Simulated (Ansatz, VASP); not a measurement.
AlN in VASP and in Ansatz

```xyz
4
Lattice="3.3016 0.0000 0.0000 -1.6508 2.8593 0.0000 0.0000 0.0000 4.2240" Properties=species:S:1:pos:R:3 pbc="T T T"
Al    0.0000    1.9062    3.1680
Al    1.6508    0.9531    1.0560
N     0.0000    1.9062    1.0560
N     1.6508    0.9531    3.1680
```

Alike in both runs: task single point; functional PBEsol; k mesh 9 × 9 × 6; occupations gaussian, width 0.05 eV; no spin polarisation.

|  | VASP | Ansatz |
| --- | --- | --- |
| version | VASP 6.6.1 | Ansatz 0.2.0 |
| potentials or method | VASP PAW PBE potentials, release 64 (Al, N), cutoff 520 eV | scalar-relativistic, plane waves, PAW |
| valence electrons in the cell | 16 | 16 |

Ansatz gave:

```
gap on the k mesh at the Fermi level (eV)                     : 3.13
least direct gap on the mesh (eV)                             : 3.13
pressure (GPa)                                                : -3.5
traceless stress, the component that is largest in VASP (GPa) : -1.88
```

Question: What did VASP give for the same quantities?

Answer: gap on the k mesh at the Fermi level (eV): 3.14; least direct gap on the mesh (eV): 3.14; pressure (GPa): -3.6; traceless stress, the component that is largest in VASP (GPa): -1.92.

VASP's potentials were made for PBE, not for PBEsol.
